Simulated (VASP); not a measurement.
Here is a VASP 6.6.1 calculation.

The input INCAR:

```
SYSTEM = Zn
ALGO = Normal ; EDIFF = 1E-8
ENCUT = 400 ; GGA = PE
GGA_COMPAT = .False. ; ISIF = 2
ISMEAR = -1 ; LASPH = .True.
LCHARG = .False. ; LEFG = .True.
LREAL = .False. ; LWAVE = .False.
NBANDS = 19 ; NELM = 120
PREC = Accurate ; SIGMA = 0.08
```

The input KPOINTS:

```
k-points
0
Gamma
  18 18 10
  0 0 0
```

The input POSCAR:

```
Zn
1.0
    2.6357256500      0.0000000000      0.0000000000
   -1.3178628250      2.2826053704      0.0000000000
    0.0000000000      0.0000000000      5.0950740607
Zn
2
Direct
    0.3544915365      0.6821555464      0.2500000000
    0.6666666667      0.3333333333      0.7500000000
```

Potentials or basis: VASP PAW PBE potentials, release 64 (Zn).

Command:

```sh
$ cat potpaw_PBE.64/Zn/POTCAR > POTCAR
$ mpirun -np 1 vasp_std > vasp.out
```

(1) What does it give for the pressure?

(2) What does it give for the largest force?

Results:

(1) -0.3 GPa.

(2) 0.023 eV/Å.

Caveat: the cell differs from its parent crystal (atom 1 (Zn) moved by [0.035355, 0.035355, 0.0] A); without QUAD_EFG the Cq values of the log hold for a quadrupole moment of 1 mb, not for the nuclei.
